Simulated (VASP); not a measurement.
Runs of VASP 6.6.1 on HgTe. The structure is that of space group I-4m2 (No. 119), or close to it. The cells are those of the table. 

```csv
level,cell,k mesh,grid for exact exchange (PRECFOCK),share of exact exchange,screening parameter,gap on the mesh (eV),pressure (GPa)
PBE,"a = 4.688, b = 4.688, c = 4.466 Å, angles 61.6, 61.6, 56.9°, 2 atoms",6 × 6 × 6,-,-,-,none,(a)
HSE06,"a = 4.677, b = 4.677, c = 4.512 Å, angles 61.2, 61.2, 57.7°, 2 atoms",4 × 4 × 4,Normal,0.25,0.2079 1/Å,none,0.9
PBE,"a = 4.677, b = 4.677, c = 4.512 Å, angles 61.2, 61.2, 57.7°, 2 atoms",6 × 6 × 6,-,-,-,none,2.2
PBE,"a = 4.614, b = 4.614, c = 4.838 Å, angles 58.4, 58.4, 63.2°, 2 atoms",6 × 6 × 6,-,-,-,0.26,0.5
PBE,"a = 4.620, b = 4.620, c = 4.791 Å, angles 58.8, 58.8, 62.5°, 2 atoms",6 × 6 × 6,-,-,-,0.21,0.7
r2SCAN,"a = 4.677, b = 4.677, c = 4.512 Å, angles 61.2, 61.2, 57.7°, 2 atoms",6 × 6 × 6,-,-,-,none,0.9
PBE,"a = 4.629, b = 4.629, c = 4.745 Å, angles 59.2, 59.2, 61.7°, 2 atoms",6 × 6 × 6,-,-,-,(b),0.9
r2SCAN,"a = 4.688, b = 4.688, c = 4.466 Å, angles 61.6, 61.6, 56.9°, 2 atoms",6 × 6 × 6,-,-,-,none,1.2
```

Alike in all rows: task single point; potentials or basis VASP PAW PBE potentials, release 64 (Hg, Te); no spin polarisation; cutoff (eV) 520; smearing fermi-dirac 0.02 eV.

Task: Fill in the values left out.

Result: (a) 2.5; (b) 0.14.

Caveats: some runs use coarse meshes; spin-orbit coupling is left out, which moves the levels of the heavy elements; semilocal functionals underestimate gaps, so a narrow gap can read as zero (at least some runs); the PAW data sets were made with another functional, which shifts forces and pressure a little (at least some runs).

A k mesh can miss the band edges, and the runs leave out spin-orbit coupling on Hg, Te.

A gap of «none» marks levels without a gap at the run's occupations.
